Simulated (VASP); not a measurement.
# ClOF (P4/nmm) in VASP: single point with PBE

Aim: the single point of ClOF with PBE.

Everything below comes from runs of VASP 6.6.1. Logs are shortened: lines on timing, memory, paths and dates and some standing lists are left out, and cuts for length are marked.

### 1 The cell of the first run

It takes space group P4/nmm (No. 129, tetragonal). The conventional cell has a = 3.531 Å, b = 3.531 Å, c = 5.955 Å, α = 90.00°, β = 90.00°, γ = 90.00°. Within 2.8 Å of O (site symmetry 4mm) lie 4 F at 2.13 Å and 5 Cl at 2.63 to 2.66 Å. Within 2.8 Å of F (site symmetry -4m2) lie 4 O at 2.13 Å and 4 F at 2.50 Å and 4 Cl at 2.76 Å. Within 3.6 Å of Cl (site symmetry 4mm) lie 6 O at 2.63 to 3.33 Å and 4 F at 2.76 Å and 8 Cl at 3.02 to 3.53 Å.

### 2 Single point, PBE

POSCAR reads:

```
ClOF
1.0
    3.5310020000      0.0000000000      0.0000000000
    0.0000000000      3.5310020000      0.0000000000
    0.0000000000      0.0000000000      5.9546670000
O F Cl
2 2 2
Direct
    0.2500000000      0.2500000000      0.2015000000
    0.7500000000      0.7500000000      0.7985000000
    0.7500000000      0.2500000000      0.0000000000
    0.2500000000      0.7500000000      0.0000000000
    0.2500000000      0.2500000000      0.6429000000
    0.7500000000      0.7500000000      0.3571000000
```

INCAR.step1 reads:

```
SYSTEM = ClOF
PREC     = Accurate       ! precision mode
ENCUT    = 520            ! plane-wave cutoff, eV
EDIFF    = 1E-6           ! SCF threshold, eV
ISMEAR   = -1             ! smearing method
SIGMA    = 0.1            ! smearing width, eV
LREAL    = .FALSE.        ! projectors in reciprocal space
LASPH    = .TRUE.         ! aspherical terms in the spheres
NELM     = 80             ! most SCF steps
ALGO     = Normal         ! electronic algorithm
ISIF     = 2              ! what is computed and relaxed
LWAVE    = .FALSE.        ! write WAVECAR
LCHARG   = .TRUE.         ! write CHGCAR
GGA      = PE             ! functional
NBANDS   = 29             ! bands
```

KPOINTS.step1 reads:

```
regular mesh
0
G
  10 10 6
  0 0 0
```

INCAR.step2 reads:

```
SYSTEM = ClOF
PREC     = Accurate       ! precision mode
ENCUT    = 520            ! plane-wave cutoff, eV
EDIFF    = 1E-6           ! SCF threshold, eV
ISMEAR   = -5             ! smearing method
SIGMA    = 0.1            ! smearing width, eV
LREAL    = .FALSE.        ! projectors in reciprocal space
LASPH    = .TRUE.         ! aspherical terms in the spheres
NELM     = 80             ! most SCF steps
ALGO     = Normal         ! electronic algorithm
ISIF     = 2              ! what is computed and relaxed
LWAVE    = .FALSE.        ! write WAVECAR
LCHARG   = .FALSE.        ! write CHGCAR
GGA      = PE             ! functional
LORBIT   = 11             ! projections on sites
NBANDS   = 29             ! bands
NEDOS    = 1001           ! points of the DOS
ICHARG   = 11             ! starting density
```

KPOINTS.step2 reads:

```
regular mesh
0
G
  15 15 9
  0 0 0
```

Potentials or basis: VASP PAW PBE potentials, release 64 (O, F, Cl).

The run is started by

```
> cat potpaw_PBE.64/O/POTCAR potpaw_PBE.64/F/POTCAR potpaw_PBE.64/Cl/POTCAR > POTCAR
> cp INCAR.step1 INCAR
> cp KPOINTS.step1 KPOINTS
> mpirun -np 1 vasp_std > vasp.out
> cp INCAR.step2 INCAR
> cp KPOINTS.step2 KPOINTS
> mpirun -np 1 vasp_std > vasp.out
```

OUTCAR:

```text
SYSTEM = ClOF
   PREC = Accurate
   ENCUT = 520
   EDIFF = 1E-6
   ISMEAR = -5
   LREAL = .FALSE.
   LASPH = .TRUE.
   NELM = 80
   ISIF = 2
   GGA = PE
   LORBIT = 11
   ICHARG = 11

 ion  position               nearest neighbor table
   1  0.250  0.250  0.202-
   2  0.750  0.750  0.798-
   3  0.750  0.250  0.000-
   4  0.250  0.750  0.000-
   5  0.250  0.250  0.643-
   6  0.750  0.750  0.357-

  LATTYP: Found a simple tetragonal cell.
 ALAT       =     3.5310020000
 C/A-ratio  =     1.6863958163

  Lattice vectors:

 A1 = (   3.5310020000,   0.0000000000,   0.0000000000)
 A2 = (   0.0000000000,   3.5310020000,   0.0000000000)
 A3 = (   0.0000000000,   0.0000000000,   5.9546670000)

Analysis of symmetry for initial positions (statically):
=====================================================================
 Subroutine PRICEL returns:
 Original cell was already a primitive cell.

 Routine SETGRP: Setting up the symmetry group for a
 simple tetragonal supercell.

 Subroutine GETGRP returns: Found 16 space group operations
 (whereof  4 operations were pure point group operations)
 out of a pool of 16 trial point group operations.

The static configuration has the point symmetry C_2h.
 The point group associated with its full space group is D_4h.

Analysis of symmetry for dynamics (positions and initial velocities):
=====================================================================
 Subroutine PRICEL returns:
 Original cell was already a primitive cell.

 Routine SETGRP: Setting up the symmetry group for a
 simple tetragonal supercell.

 Subroutine GETGRP returns: Found 16 space group operations
 (whereof  4 operations were pure point group operations)
 out of a pool of 16 trial point group operations.

The dynamic configuration has the point symmetry C_2h.
 The point group associated with its full space group is D_4h.

 Subroutine INISYM returns: Found 16 space group operations
 (whereof  4 operations are pure point group operations),
 and found     1 'primitive' translations

----------------------------------------------------------------------------------------

                                     Primitive cell

  volume of cell :      74.2426

  direct lattice vectors                    reciprocal lattice vectors
[... 102 lines left out ...]
   NFREE  =      0    steps in history (QN), initial steepest desc. (CG)
   ISIF   =      2    stress and relaxation
   ISYM   =      2    0-nonsym 1-usesym 2-fastsym
   POTIM  = 0.5000    time-step for ionic-motion
   TEBEG  =    0.0;   TEEND  =   0.0 temperature during run
   PSTRESS=    0.0 pullay stress
   NELECT =      40.0000    total number of electrons
   NUPDOWN=      -1.0000    fix difference up-down
   EMIN   =  10.00;   EMAX   =-10.00  energy-range for DOS
   EFERMI =   0.00;   METHOD = LEGACY
   ISMEAR =    -5;   SIGMA  =   0.10  broadening in eV -4-tet -1-fermi 0-gaus
   EFERMI_NEDOS =   21; number of points for ismear=-14 and -15
   IALGO  =     38    algorithm
   IMIX   =      4    mixing-type and parameters
     AMIX     =   0.40;   BMIX     =  1.00
     AMIX_MAG =   1.60;   BMIX_MAG =  1.00
  volume/ion in A,a.u.               =      12.37        83.50
  Fermi-wavevector in a.u.,A,eV,Ry     =   1.332121  2.517344 24.144171  1.774547
  Thomas-Fermi vector in A             =   2.461080
   LORBIT       =     11    0 simple, 1 ext, 2 COOP (PROOUT), +10 PAW based schemes
   GGA     = PE    functional components
   LHFCALC =     F    Hartree Fock is set to
   AEXX    =    0.0000 exact exchange contribution
   IVDW    =     0    specifies the selected vdW correction
   LEPSILON=     F    determine dielectric tensor
   LRPA    =     F    only Hartree local field effects (RPA)
 non-spin polarized calculation
 Fermi weights with tetrahedron method with Bloechl corrections
  energy-cutoff  :      520.00
  volume of cell :       74.24
 maximum number of plane-waves:      2023
 NGX is ok and might be reduce to    28

 number of electron      40.0000024 magnetization

 Free energy of the ion-electron system (eV)
  ---------------------------------------------------
  ext. energy  EPLUGINS =         0.00000000
  ---------------------------------------------------
  free energy    TOTEN  =        -8.58576277 eV

  energy without entropy =       -8.58576277  energy(sigma->0) =       -8.58576277

 E-fermi :   1.3857     XC(G=0): -10.5704

 val. band max:        1.4218567429   @ k =   0.3333   0.2667   0.0000
 cond. band min:       1.3621051023   @ k =   0.4000   0.4000   0.1111
 fundamental gap:     -0.0597516406
 Fermi energy:         1.3856774001

 k-point     1 :       0.0000    0.0000    0.0000
  band No.  band energies     occupation
      1     -20.8109      2.00000
      2     -19.3866      2.00000
      3     -15.6353      2.00000
      4     -15.3037      2.00000
      5     -12.8846      2.00000
      6     -12.0122      2.00000
[... 757 lines left out ...]
     28      14.7358      0.00000
     29      14.8363      0.00000

 [... further k-points ...]
[... 5 lines left out ...]
  --------------------------------------------------------------------------------------
  -------------------------------------------------------------------------------------
  Total        0.2971957      0.2971957      1.1340672      0.0000000      0.0000000     -0.0000000
  in kB        6.4135684      6.4135684     24.4734941      0.0000000      0.0000000     -0.0000000
  external PRESSURE =      12.4335436 kB  Pullay stress =       0.0000000 kB

 VOLUME and BASIS-vectors are now :
 -----------------------------------------------------------------------------
  energy-cutoff  :      520.00
  volume of cell :       74.24
      direct lattice vectors                 reciprocal lattice vectors
     3.531002000  0.000000000  0.000000000     0.283205730  0.000000000  0.000000000
     0.000000000  3.531002000  0.000000000     0.000000000  0.283205730  0.000000000
     0.000000000  0.000000000  5.954667000     0.000000000  0.000000000  0.167935503

 POSITION                                       TOTAL-FORCE (eV/Angst)
 -----------------------------------------------------------------------------------
      0.88275      0.88275      1.19987        -0.000000      0.000000      0.738766
      2.64825      2.64825      4.75480        -0.000000     -0.000000     -0.738766
      2.64825      0.88275      0.00000         0.000000      0.000000     -0.000000
      0.88275      2.64825      0.00000         0.000000     -0.000000     -0.000000
      0.88275      0.88275      3.82826         0.000000     -0.000000      0.137386
      2.64825      2.64825      2.12641         0.000000      0.000000     -0.137386
 -----------------------------------------------------------------------------------
    total drift:                                0.000000      0.000000     -0.000000

  FREE ENERGIE OF THE ION-ELECTRON SYSTEM (eV)
  ---------------------------------------------------
  free  energy   TOTEN  =        -8.5857627716 eV

  energy  without entropy=       -8.5857627716  energy(sigma->0) =       -8.58576277

 total charge

# of ion       s       p       d       tot
------------------------------------------
    1        1.656   2.865   0.000   4.522
    2        1.656   2.865   0.000   4.522
    3        1.773   4.093   0.000   5.866
    4        1.773   4.093   0.000   5.866
    5        1.652   3.204   0.000   4.856
    6        1.652   3.204   0.000   4.856
--------------------------------------------------
tot         10.164  20.324   0.000  30.488
```

OSZICAR.step1:

```text
N       E                     dE             d eps       ncg     rms          rms(c)
DAV:   1     0.229559172211E+03    0.22956E+03   -0.22281E+04  4880   0.131E+03
DAV:   2     0.925684552196E+00   -0.22863E+03   -0.22314E+03  6554   0.285E+02
DAV:   3    -0.107122288110E+02   -0.11638E+02   -0.11437E+02  5662   0.629E+01
DAV:   4    -0.108166497919E+02   -0.10442E+00   -0.10433E+00  5647   0.692E+00
DAV:   5    -0.108178331103E+02   -0.11833E-02   -0.11832E-02  5597   0.732E-01    0.137E+01
DAV:   6    -0.199323757850E+02   -0.91145E+01   -0.14209E+02  5298   0.391E+01    0.217E+01
DAV:   7    -0.113280644551E+02    0.86043E+01   -0.21411E+01  5489   0.227E+01    0.142E+01
DAV:   8    -0.978232716653E+01    0.15457E+01   -0.14687E+00  5587   0.728E+00    0.953E+00
DAV:   9    -0.101774908129E+02   -0.39516E+00   -0.18500E+01  5536   0.139E+01    0.134E+01
DAV:  10    -0.951460075817E+01    0.66289E+00   -0.10863E+00  5417   0.430E+00    0.990E+00
DAV:  11    -0.881217173553E+01    0.70243E+00   -0.20524E+00  5285   0.372E+00    0.306E+00
DAV:  12    -0.876939992144E+01    0.42772E-01   -0.10805E-01  5617   0.180E+00    0.165E+00
DAV:  13    -0.874816802033E+01    0.21232E-01   -0.22285E-01  5509   0.127E+00    0.480E-01
DAV:  14    -0.874598419247E+01    0.21838E-02   -0.15367E-02  5471   0.431E-01    0.813E-02
DAV:  15    -0.874623359073E+01   -0.24940E-03   -0.11993E-03  5701   0.112E-01    0.153E-01
DAV:  16    -0.874606360467E+01    0.16999E-03   -0.25948E-04  6094   0.493E-02    0.851E-02
DAV:  17    -0.874599391849E+01    0.69686E-04   -0.28077E-04  5615   0.536E-02    0.171E-02
DAV:  18    -0.874599429173E+01   -0.37324E-06   -0.57993E-06  5638   0.149E-02
   1 F= -.87459943E+01 E0= -.85879726E+01  d E =-.316043E+00
```

It took 5 min on 1 thread of Intel Xeon Platinum 8259CL at 2.50GHz (Skylake/Cascade Lake), shared host; peak memory 0.4 GiB.

What came out:

```yaml
Valence_electrons_inside_the_program's_atomic_spheres: O 4.52; F 5.87; Cl 4.86
```

Caveat: tetrahedron occupations give inexact forces and stress in metals.
